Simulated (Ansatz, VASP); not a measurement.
## Two plane-wave programs on Cu

```xyz
1
Lattice="0.0000 1.8075 1.8075 1.8075 0.0000 1.8075 1.8075 1.8075 0.0000" Properties=species:S:1:pos:R:3 pbc="T T T"
Cu    0.0000    0.0000    0.0000
```

Alike in both runs: functional LDA; k mesh 7 × 7 × 7; occupations fermi-dirac, width 0.05 eV; no spin polarisation.

|  | VASP | Ansatz |
| --- | --- | --- |
| version | VASP 6.6.1 | Ansatz 0.2.0 |
| potentials or method | VASP PAW LDA potentials, release 64 (Cu) | Ansatz PAW |
| plane-wave cutoff (eV) | 600 | 420 |
| valence electrons in the cell | 11 | 19 |
| task | single point | projected density of states |

|  | VASP | Ansatz | Ansatz less VASP |
| --- | --- | --- | --- |
| gap on the k mesh at the Fermi level (eV) | none | none | - |
| pressure (GPa) | -11.9 | -12.7 | -0.86 |

LDA's correlation is that of Perdew and Zunger in VASP and of Perdew and Wang (1992) in Ansatz. A gap of «none» marks a metal or a gap that the smearing closes. VASP's potentials hold 11 valence electrons a cell and Ansatz's 19, so a difference there can come from the potentials and not from the codes.

The k mesh is coarse, so the values compare programs but aren't converged.
